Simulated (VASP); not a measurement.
Set up this calculation in VASP 6.6.1, as the native input.

```yaml
Task: single point
Functional: PBE
Dispersion: D3(BJ)
Potentials_or_basis: VASP PAW PBE potentials, release 64 (Te, Mo_sv)
Cutoff: 520 eV
k_mesh: 12 × 12 × 1
Occupations: gaussian, width 0.02 eV
Spin: no spin polarisation
Dipole_correction: yes
Further_INCAR_settings: ALGO = Normal; EDIFF = 1e-07; NBANDS = 20
```

The structure of Te2Mo lies in POSCAR:

```
Te2Mo
1.0
    3.5739701044      0.0000000000      0.0000000000
   -1.7869850522      3.0344597086      0.0000000000
    0.0000000000      0.0000000000     33.2702079439
Te Mo
2 1
Direct
    0.3328277384      0.6656554768      0.4457691139
    0.3328277384      0.6656554768      0.5542308861
    0.6676778565      0.3353557130      0.5000000000
```

This cell differs from its parent crystal: strain along x +0.020, then relaxed in part.

These files were run (other wordings do the same):

INCAR

```
ALGO     = Normal         # electronic algorithm
DIPOL    = 0.5 0.5 0.500
EDIFF    = 1E-7           # SCF threshold, eV
ENCUT    = 520            # plane-wave cutoff, eV
GGA      = PE             # functional
IDIPOL   = 3            
ISIF     = 2              # what is computed and relaxed
ISMEAR   = 0              # smearing method
IVDW     = 12             # dispersion correction
LASPH    = True           # aspherical terms in the spheres
LCHARG   = False          # write CHGCAR
LDIPOL   = True         
LREAL    = False          # projectors in reciprocal space
LWAVE    = False          # write WAVECAR
NBANDS   = 20             # bands
NELM     = 100            # most SCF steps
PREC     = Accurate       # precision mode
SIGMA    = 0.02           # smearing width, eV
```

KPOINTS

```
k-points
0
Gamma
  12 12 1
```

Potentials or basis: VASP PAW PBE potentials, release 64 (Te, Mo_sv).

Command:

```console
$ cat potpaw_PBE.64/Te/POTCAR potpaw_PBE.64/Mo_sv/POTCAR > POTCAR
$ mpirun -np 1 vasp_std > vasp.out
```

Results of the run:

| Item | Value |
| --- | --- |
| Largest force | 0.009 eV/Å |
| Band gap on the k mesh | 1.10 eV |
| Dispersion energy per atom | -0.394 eV |

Caveat: the cell differs from its parent crystal (strain along x +0.020, then relaxed in part); spin-orbit coupling is left out, which moves the levels of the heavy elements.

Run time: 4.6 min on 1 thread of Intel(R) Xeon(R) 6975P-C (Granite Rapids) (shared host), peak memory 0.65 GiB.
